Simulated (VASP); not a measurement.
# BiTe: single point with PBE+D3(BJ)

The system is BiTe.

```
Bi Te
1.0
     2.42271    1.39875    3.31729
    -2.42271    1.39875    3.31729
     0.00000   -2.79750    3.31729
Bi Te
1 1
Direct
  0.50000 0.50000 0.50000
  0.00000 0.00000 0.00000
```

```yaml
Program: VASP 6.6.1
Task: single point
Functional: PBE
Dispersion: D3(BJ)
Potentials_or_basis: VASP PAW PBE potentials, release 64 (Bi_d, Te)
Cutoff: 520 eV
k_mesh: 2 × 2 × 2
Occupations: fermi-dirac, width 0.25852 eV
Spin: no spin polarisation
```

```json
{
  "Pressure": "1.4 GPa",
  "Dispersion energy per atom": "-0.453 eV"
}
```

Stress tensor (GPa, compression positive):
```
 3.82  0.00  0.00
 0.00  3.82  0.00
 0.00  0.00 -3.50
```

Levels at points of the mesh, in eV from the Fermi level:
```csv
k point,band 7,band 8,band 9,band 10,band 11,band 12,band 13,band 14
"(0.00, 0.00, 0.00)",-7.39,-1.99,-1.99,-0.67,2.69,3.35,3.35,4.94
"(0.50, 0.00, 0.00)",-10.54,-0.87,-0.87,-0.14,-0.06,0.18,1.10,7.56
"(0.50, 0.50, 0.00)",-9.09,-4.72,-3.59,-2.39,3.27,3.93,4.46,5.46
"(0.50, 0.50, 0.50)",-10.19,-1.37,-1.37,-1.30,-0.74,-0.48,-0.48,8.88
```

It took 5.9 s on 1 thread of Intel Xeon 6975P-C, on a shared host, peak memory 0.18 GiB.

Caveat: the k points lie up to 0.81 Å⁻¹ apart; spin-orbit coupling is left out, which moves the levels of the heavy elements; pairwise dispersion overbinds metals, which lowers pressure and volume.
